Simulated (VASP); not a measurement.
# Hf (P6_3/mmc) in VASP: a series of runs

Runs on Hf. Level: PBE. Tasks: single point.

Program: VASP 6.6.1. These are calculated values, not measurements. Logs are shortened: lines on timing, memory, paths and dates and some standing lists are left out, and cuts for length are marked.

**1. The cell of the first run**

The structure is hexagonal, space group P6_3/mmc (No. 194). The conventional cell has a = 3.115 Å, b = 3.115 Å, c = 4.935 Å, α = 90.00°, β = 90.00°, γ = 120.00°. Hf (site symmetry -6m2) has 12 Hf at 3.05 to 3.12 Å within 4.0 Å.

**2. Single point, PBE (volume scaled by 0.920)**

Input file INCAR:

```
SYSTEM = Hf
ALGO     = Fast           ! electronic algorithm
EDIFF    = 1E-6           ! SCF threshold, eV
ENCUT    = 520            ! plane-wave cutoff, eV
GGA      = PE             ! functional
ISIF     = 2              ! what is computed and relaxed
ISMEAR   = 0              ! smearing method
LASPH    = .TRUE.         ! aspherical terms in the spheres
LCHARG   = .FALSE.        ! write CHGCAR
LREAL    = .FALSE.        ! projectors in reciprocal space
LWAVE    = .FALSE.        ! write WAVECAR
NBANDS   = 17             ! bands
NELM     = 80             ! most SCF steps
PREC     = Accurate       ! precision mode
SIGMA    = 0.05           ! smearing width, eV
```

Input file KPOINTS:

```
k-points
0
G
  16 16 10
  0 0 0
```

Input file POSCAR:

```
Hf
1.0
    3.1151219587      0.0000000000      0.0000000000
   -1.5575609794      2.6977747521      0.0000000000
    0.0000000000      0.0000000000      4.9354314176
Hf
2
Direct
    0.3333333333      0.6666666667      0.2500000000
    0.6666666667      0.3333333333      0.7500000000
```

Potentials or basis: VASP PAW PBE potentials, release 64 (Hf_pv).

Launch:

```console
cat potpaw_PBE.64/Hf_pv/POTCAR > POTCAR
mpirun -np 1 vasp_std > vasp.out
```

OUTCAR:

```text
SYSTEM = Hf
   EDIFF = 1E-6
   ENCUT = 520
   GGA = PE
   ISIF = 2
   ISMEAR = 0
   LASPH = .TRUE.
   LREAL = .FALSE.
   NELM = 80
   PREC = Accurate

 ion  position               nearest neighbor table
   1  0.333  0.667  0.250-   2 3.05   2 3.05   2 3.05   2 3.05   2 3.05   2 3.05
   2  0.667  0.333  0.750-   1 3.05   1 3.05   1 3.05   1 3.05   1 3.05   1 3.05

  LATTYP: Found a hexagonal cell.
 ALAT       =     3.1151219587
 C/A-ratio  =     1.5843461293

  Lattice vectors:

 A1 = (   3.1151219587,   0.0000000000,   0.0000000000)
 A2 = (  -1.5575609794,   2.6977747521,   0.0000000000)
 A3 = (   0.0000000000,   0.0000000000,   4.9354314176)

Analysis of symmetry for initial positions (statically):
=====================================================================
 Subroutine PRICEL returns:
 Original cell was already a primitive cell.

 Routine SETGRP: Setting up the symmetry group for a
 hexagonal supercell.

 Subroutine GETGRP returns: Found 24 space group operations
 (whereof 12 operations were pure point group operations)
 out of a pool of 24 trial point group operations.

The static configuration has the point symmetry D_3d.
 The point group associated with its full space group is D_6h.

Analysis of symmetry for dynamics (positions and initial velocities):
=====================================================================
 Subroutine PRICEL returns:
 Original cell was already a primitive cell.

 Routine SETGRP: Setting up the symmetry group for a
 hexagonal supercell.

 Subroutine GETGRP returns: Found 24 space group operations
 (whereof 12 operations were pure point group operations)
 out of a pool of 24 trial point group operations.

The dynamic configuration has the point symmetry D_3d.
 The point group associated with its full space group is D_6h.

 Subroutine INISYM returns: Found 24 space group operations
 (whereof 12 operations are pure point group operations),
 and found     1 'primitive' translations

----------------------------------------------------------------------------------------

                                     Primitive cell

  volume of cell :      41.4769

  direct lattice vectors                    reciprocal lattice vectors
     3.115121959  0.000000000  0.000000000     0.321014719  0.185337934  0.000000000
    -1.557560979  2.697774752  0.000000000     0.000000000  0.370675869  0.000000000
     0.000000000  0.000000000  4.935431418     0.000000000  0.000000000  0.202616532

  length of vectors
     3.115121959  3.115121959  4.935431418     0.370675869  0.370675869  0.202616532

  position of ions in fractional coordinates (direct lattice)
     0.333333333  0.666666667  0.250000000
     0.666666667  0.333333333  0.750000000

  ion indices of the primitive-cell ions
   primitive index   ion index
                 1           1
                 2           2

----------------------------------------------------------------------------------------

 KPOINTS: k-points

Automatic generation of k-mesh.
 Grid dimensions read from file:
 generate k-points for:   16   16   10

 Generating k-lattice:

  Cartesian coordinates                     Fractional coordinates (reciprocal lattice)
     0.020063420  0.011583621  0.000000000     0.062500000  0.000000000  0.000000000
     0.000000000  0.023167242  0.000000000     0.000000000  0.062500000  0.000000000
     0.000000000  0.000000000  0.020261653     0.000000000  0.000000000  0.100000000

  Length of vectors
     0.023167242  0.023167242  0.020261653

  Shift w.r.t. Gamma in fractional coordinates (k-lattice)
     0.000000000  0.000000000  0.000000000

 Subroutine IBZKPT returns following result:
 ===========================================

 Found    180 irreducible k-points:

 Following reciprocal coordinates:
            Coordinates               Weight
  0.000000  0.000000  0.000000      1.000000
  0.062500 -0.000000  0.000000      6.000000
  0.125000 -0.000000  0.000000      6.000000
  0.187500  0.000000  0.000000      6.000000
  0.250000 -0.000000  0.000000      6.000000
  0.312500 -0.000000  0.000000      6.000000
[... 16 lines left out ...]
  0.187500  0.187500  0.000000      6.000000
  0.250000  0.187500  0.000000     12.000000
 [... further k-points ...]
   k-points           NKPTS =    180   k-points in BZ     NKDIM =    180   number of bands    NBANDS=     17
   number of dos      NEDOS =    301   number of ions     NIONS =      2
   total plane-waves  NPLWV =  23040
   dimension x,y,z NGX =    24 NGY =   24 NGZ =   40
   dimension x,y,z NGXF=    48 NGYF=   48 NGZF=   80
   ions per type =               2
   NGX,Y,Z   is equivalent  to a cutoff of  12.81, 12.81, 13.47 a.u.
   NGXF,Y,Z  is equivalent  to a cutoff of  25.62, 25.62, 26.95 a.u.
 SYSTEM =  Hf
   PREC   = accura    normal or accurate (medium, high low for compatibility)
   ISTART =      0    job   : 0-new  1-cont  2-samecut
   ICHARG =      2    charge: 1-file 2-atom 10-const
   ISPIN  =      1    spin polarized calculation?
   LNONCOLLINEAR =      F non collinear calculations
   LSORBIT =      F    spin-orbit coupling
   LASPH  =      T    aspherical Exc in radial PAW
   ENCUT  =  520.0 eV  38.22 Ry    6.18 a.u.   5.79  5.79  9.18*2*pi/ulx,y,z
   NELM   =     80;   NELMIN=  2; NELMDL= -5     # of ELM steps
   EDIFF  = 0.1E-05   stopping-criterion for ELM
   LREAL  =      F    real-space projection
   EDIFFG = 0.1E-04   stopping-criterion for IOM
   NSW    =      0    number of steps for IOM
   IBRION =     -1    ionic relax: 0-MD 1-quasi-New 2-CG
   NFREE  =      0    steps in history (QN), initial steepest desc. (CG)
   ISIF   =      2    stress and relaxation
   ISYM   =      2    0-nonsym 1-usesym 2-fastsym
   POTIM  = 0.5000    time-step for ionic-motion
   TEBEG  =    0.0;   TEEND  =   0.0 temperature during run
   PSTRESS=    0.0 pullay stress
   NELECT =      20.0000    total number of electrons
   NUPDOWN=      -1.0000    fix difference up-down
   EMIN   =  10.00;   EMAX   =-10.00  energy-range for DOS
   EFERMI =   0.00;   METHOD = LEGACY
   ISMEAR =     0;   SIGMA  =   0.05  broadening in eV -4-tet -1-fermi 0-gaus
   EFERMI_NEDOS =   21; number of points for ismear=-14 and -15
   IALGO  =     68    algorithm
   IMIX   =      4    mixing-type and parameters
     AMIX     =   0.40;   BMIX     =  1.00
     AMIX_MAG =   1.60;   BMIX_MAG =  1.00
  volume/ion in A,a.u.               =      20.74       139.95
  Fermi-wavevector in a.u.,A,eV,Ry     =   1.283757  2.425949 22.422842  1.648032
  Thomas-Fermi vector in A             =   2.415991
   LORBIT       =      0    0 simple, 1 ext, 2 COOP (PROOUT), +10 PAW based schemes
   GGA     = PE    functional components
   LHFCALC =     F    Hartree Fock is set to
   AEXX    =    0.0000 exact exchange contribution
   IVDW    =     0    specifies the selected vdW correction
   LEPSILON=     F    determine dielectric tensor
   LRPA    =     F    only Hartree local field effects (RPA)
 non-spin polarized calculation
 RMM-DIIS sequential band-by-band and
 Gauss-broadening in eV      SIGMA  =   0.05
  energy-cutoff  :      520.00
  volume of cell :       41.48
 maximum number of plane-waves:      1140
 NGX is ok and might be reduce to    24
   NGX = 11   NGY = 11   NGZ = 19

 number of electron      19.9999998 magnetization

 Free energy of the ion-electron system (eV)
  ---------------------------------------------------
  ext. energy  EPLUGINS =         0.00000000
  ---------------------------------------------------
  free energy    TOTEN  =       -19.75227356 eV

  energy without entropy =      -19.75020630  energy(sigma->0) =      -19.75123993

 E-fermi :   5.4649     XC(G=0): -11.6330

 val. band max:        5.4603427323   @ k =   0.0625  -0.0000   0.5000
 cond. band min:       5.4660139077   @ k =   0.3750   0.2500   0.3000
 fundamental gap:      0.0056711754
 Fermi energy:         5.4648733147

 k-point     1 :       0.0000    0.0000    0.0000
  band No.  band energies     occupation
      1     -25.5824      2.00000
      2     -24.6280      2.00000
      3     -24.6280      2.00000
      4     -24.4719      2.00000
      5     -24.4676      2.00000
      6     -24.4676      2.00000
[... 9 lines left out ...]
     16       8.2699      0.00000
     17      11.2085      0.00000

 k-point     2 :       0.0625   -0.0000    0.0000
  band No.  band energies     occupation
      1     -25.5694      2.00000
      2     -24.6566      2.00000
      3     -24.6376      2.00000
      4     -24.4978      2.00000
      5     -24.4778      2.00000
      6     -24.4713      2.00000
[... 9 lines left out ...]
     16       8.1407      0.00000
     17      11.3824      0.00000

 k-point     3 :       0.1250   -0.0000    0.0000
  band No.  band energies     occupation
      1     -25.5313      2.00000
      2     -24.7378      2.00000
      3     -24.6641      2.00000
      4     -24.5824      2.00000
      5     -24.4955      2.00000
      6     -24.4822      2.00000
[... 9 lines left out ...]
     16       8.0246      0.00000
     17      11.5814      0.00000

 k-point     4 :       0.1875    0.0000    0.0000
  band No.  band energies     occupation
      1     -25.4711      2.00000
      2     -24.8591      2.00000
      3     -24.7048      2.00000
      4     -24.7024      2.00000
      5     -24.5251      2.00000
      6     -24.4997      2.00000
[... 9 lines left out ...]
     16       8.5821      0.00000
     17      11.8671      0.00000

 k-point     5 :       0.2500   -0.0000    0.0000
  band No.  band energies     occupation
      1     -25.3935      2.00000
      2     -25.0020      2.00000
      3     -24.8432      2.00000
      4     -24.7460      2.00000
      5     -24.5664      2.00000
      6     -24.5214      2.00000
[... 9 lines left out ...]
     16       9.3214      0.00000
     17      12.1186      0.00000

 k-point     6 :       0.3125   -0.0000    0.0000
  band No.  band energies     occupation
      1     -25.3054      2.00000
      2     -25.1440      2.00000
      3     -24.9760      2.00000
      4     -24.7882      2.00000
      5     -24.6181      2.00000
      6     -24.5441      2.00000
[... 9 lines left out ...]
     16      10.1896      0.00000
     17      12.3029      0.00000

 k-point     7 :       0.3750    0.0000    0.0000
  band No.  band energies     occupation
      1     -25.2635      2.00000
      2     -25.2164      2.00000
      3     -25.0848      2.00000
      4     -24.8232      2.00000
      5     -24.6761      2.00000
      6     -24.5638      2.00000
[... 9 lines left out ...]
     16      11.0998      0.00000
     17      12.4206      0.00000

 k-point     8 :       0.4375   -0.0000    0.0000
  band No.  band energies     occupation
      1     -25.3426      2.00000
      2     -25.1559      2.00000
      3     -25.1426      2.00000
      4     -24.8461      2.00000
      5     -24.7291      2.00000
      6     -24.5772      2.00000
[... 9 lines left out ...]
     16      11.9543      0.00000
     17      12.4836      0.00000
[... 203 lines left out ...]
      1     -25.2758      2.00000
      2     -25.1313      2.00000
      3     -25.0265      2.00000
      4     -24.7988      2.00000
      5     -24.6364      2.00000
      6     -24.6039      2.00000
[... 9 lines left out ...]
     16      10.9283      0.00000
     17      12.0532      0.00000

 k-point    20 :       0.3125    0.1250    0.0000
  band No.  band energies     occupation
      1     -25.2410      2.00000
      2     -25.1882      2.00000
      3     -25.0928      2.00000
      4     -24.8586      2.00000
      5     -24.6953      2.00000
      6     -24.6310      2.00000
[... 9 lines left out ...]
     16      11.9342      0.00000
     17      12.1222      0.00000

 k-point    21 :       0.3750    0.1250    0.0000
  band No.  band energies     occupation
      1     -25.3133      2.00000
      2     -25.1359      2.00000
      3     -25.1137      2.00000
      4     -24.8990      2.00000
      5     -24.7506      2.00000
      6     -24.6489      2.00000
[... 9 lines left out ...]
     16      12.1584      0.00000
     17      12.8264      0.00000

 k-point    22 :       0.4375    0.1250    0.0000
  band No.  band energies     occupation
      1     -25.3385      2.00000
      2     -25.1509      2.00000
      3     -25.0810      2.00000
      4     -24.9132      2.00000
      5     -24.7764      2.00000
      6     -24.6551      2.00000
[... 9 lines left out ...]
     16      12.1694      0.00000
     17      13.1611      0.00000

 k-point    23 :       0.1875    0.1875    0.0000
  band No.  band energies     occupation
      1     -25.2836      2.00000
      2     -25.0692      2.00000
      3     -25.0592      2.00000
      4     -24.7817      2.00000
      5     -24.6313      2.00000
      6     -24.6266      2.00000
[... 9 lines left out ...]
     16      10.9249      0.00000
     17      11.9475      0.00000

 k-point    24 :       0.2500    0.1875    0.0000
  band No.  band energies     occupation
      1     -25.1983      2.00000
      2     -25.1756      2.00000
      3     -25.1011      2.00000
      4     -24.8494      2.00000
      5     -24.6879      2.00000
      6     -24.6765      2.00000
[... 9 lines left out ...]
     16      11.9181      0.00000
     17      11.9443      0.00000

 [... further k-points ...]

------------------------ aborting loop because EDIFF is reached ----------------------------------------

  FORCE on cell =-STRESS in cart. coord.  units (eV):
  Direction    XX          YY          ZZ          XY          YZ          ZX
  --------------------------------------------------------------------------------------
  -------------------------------------------------------------------------------------
  Total        2.5717221      2.5717221      2.5395322     -0.0000000     -0.0000000      0.0000000
  in kB       99.3410510     99.3410510     98.0976126     -0.0000000     -0.0000000      0.0000000
  external PRESSURE =      98.9265715 kB  Pullay stress =       0.0000000 kB

 VOLUME and BASIS-vectors are now :
 -----------------------------------------------------------------------------
  energy-cutoff  :      520.00
  volume of cell :       41.48
      direct lattice vectors                 reciprocal lattice vectors
     3.115121959  0.000000000  0.000000000     0.321014719  0.185337934  0.000000000
    -1.557560979  2.697774752  0.000000000     0.000000000  0.370675869  0.000000000
     0.000000000  0.000000000  4.935431418     0.000000000  0.000000000  0.202616532

 POSITION                                       TOTAL-FORCE (eV/Angst)
 -----------------------------------------------------------------------------------
     -0.00000      1.79852      1.23386         0.000000     -0.000000      0.000000
      1.55756      0.89926      3.70157        -0.000000      0.000000      0.000000
 -----------------------------------------------------------------------------------
    total drift:                               -0.000000      0.000000     -0.000000

  FREE ENERGIE OF THE ION-ELECTRON SYSTEM (eV)
  ---------------------------------------------------
  free  energy   TOTEN  =       -19.7522735560 eV

  energy  without entropy=      -19.7502062977  energy(sigma->0) =      -19.75123993
```

It took 41 s on 1 thread of Intel Xeon 6975P-C (Granite Rapids), shared host; peak memory 0.23 GiB.

What came out:

```
Free energy            : -19.7523 eV
Pressure               : 9.9 GPa
Band gap on the k mesh : zero (band 10 reaches 6.66 eV, above the bottom of band 11 at 5.07 eV)
```

Caveat: spin-orbit coupling is left out, which moves the levels of the heavy elements.

**3. Single point, PBE (volume scaled by 0.760)**

Input file INCAR:

```
SYSTEM = Hf
  PREC = Accurate
  ENCUT = 520
  EDIFF = 1E-7
  ISMEAR = 0
  SIGMA = 0.05
  LREAL = .False.
  LASPH = .True.
  NELM = 100
  ALGO = Fast
  ISIF = 2
  LWAVE = .False.
  LCHARG = .False.
  GGA = PE
  NBANDS = 17
```

Input file KPOINTS:

```
Automatic mesh
0
Gamma
  18 18 10
  0 0 0
```

Input file POSCAR:

```
Hf
1.0
    2.9076150207      0.0000000000      0.0000000000
   -1.4538075103      2.5180684723      0.0000000000
    0.0000000000      0.0000000000      4.6797988591
Hf
2
Direct
    0.3333333333      0.6666666667      0.2500000000
    0.6666666667      0.3333333333      0.7500000000
```

Potentials or basis: VASP PAW PBE potentials, release 64 (Hf_pv).

Launch:

```console
cat potpaw_PBE.64/Hf_pv/POTCAR > POTCAR
mpirun -np 1 vasp_std > vasp.out
```

Wall time 44 s (1 thread of Intel Xeon 6975P-C (Granite Rapids), shared host); peak memory 0.23 GiB.

The run converged. Its results:

| Property | Result |
| --- | --- |
| Free energy | -18.5988 eV |
| Pressure | 45.6 GPa |
| Band gap on the k mesh | zero (band 10 reaches 8.28 eV, above the bottom of band 11 at 6.61 eV) |

Stress tensor (GPa, compression positive):
```
45.71  0.00  0.00
 0.00 45.71  0.00
 0.00  0.00 45.47
```

Levels at points of the mesh, in eV from the Fermi level:
| k point | band 8 | band 9 | band 10 | band 11 | band 12 | band 13 |
| --- | --- | --- | --- | --- | --- | --- |
| (0.00, 0.00, 0.00) | -4.68 | 1.18 | 1.18 | 1.32 | 1.80 | 2.28 |
| (0.50, 0.00, 0.00) | -3.84 | -3.27 | 0.00 | 0.76 | 1.14 | 2.14 |
| (0.00, 0.00, 0.50) | -5.77 | -0.04 | -0.04 | 1.08 | 1.08 | 1.08 |
| (0.50, 0.00, 0.50) | -4.42 | -1.71 | -1.71 | 2.45 | 2.45 | 3.33 |

Caveat: spin-orbit coupling is left out, which moves the levels of the heavy elements.

**4. Single point, PBE (volume scaled by 0.960)**

Input file INCAR:

```
  ALGO = Fast
  EDIFF = 1E-7
  ENCUT = 520
  GGA = PE
  ISIF = 2
  ISMEAR = 0
  LASPH = True
  LCHARG = True
  LELF = True
  LREAL = False
  LVHAR = True
  LWAVE = False
  NBANDS = 17
  NELM = 100
  PREC = Accurate
  SIGMA = 0.05
```

Input file KPOINTS:

```
k-points
0
Gamma
  16 16 10
```

Input file POSCAR:

```
Hf
1.0
    3.1624455814      0.0000000000      0.0000000000
   -1.5812227907      2.7387582116      0.0000000000
    0.0000000000      0.0000000000      4.9970364049
Hf
2
Direct
    0.3333333333      0.6666666667      0.2500000000
    0.6666666667      0.3333333333      0.7500000000
```

Launch:

```console
cat potpaw_PBE.64/Hf_pv/POTCAR > POTCAR
mpirun -np 1 vasp_std > vasp.out
```

Wall time 46 s (1 thread of Intel Xeon 6975P-C (Granite Rapids), shared host); peak memory 0.24 GiB.

The run converged. Its results:

| Property | Result |
| --- | --- |
| Free energy | -19.8303 eV |
| Pressure | 4.2 GPa |
| Band gap on the k mesh | zero (band 10 reaches 6.34 eV, above the bottom of band 11 at 4.79 eV) |

Levels at points of the mesh, in eV from the Fermi level:
```csv
k point,band 8,band 9,band 10,band 11,band 12,band 13
"(0.00, 0.00, 0.00)",-3.82,0.77,1.18,1.18,1.49,2.04
"(0.50, 0.00, 0.00)",-2.88,-2.34,-0.76,0.77,0.92,1.75
"(0.00, 0.00, 0.50)",-5.46,0.14,0.14,1.06,1.06,1.06
"(0.50, 0.00, 0.50)",-3.52,-1.05,-1.05,1.28,1.28,2.71
```

Caveat: spin-orbit coupling is left out, which moves the levels of the heavy elements.

(Continued in part 2 of 2.)
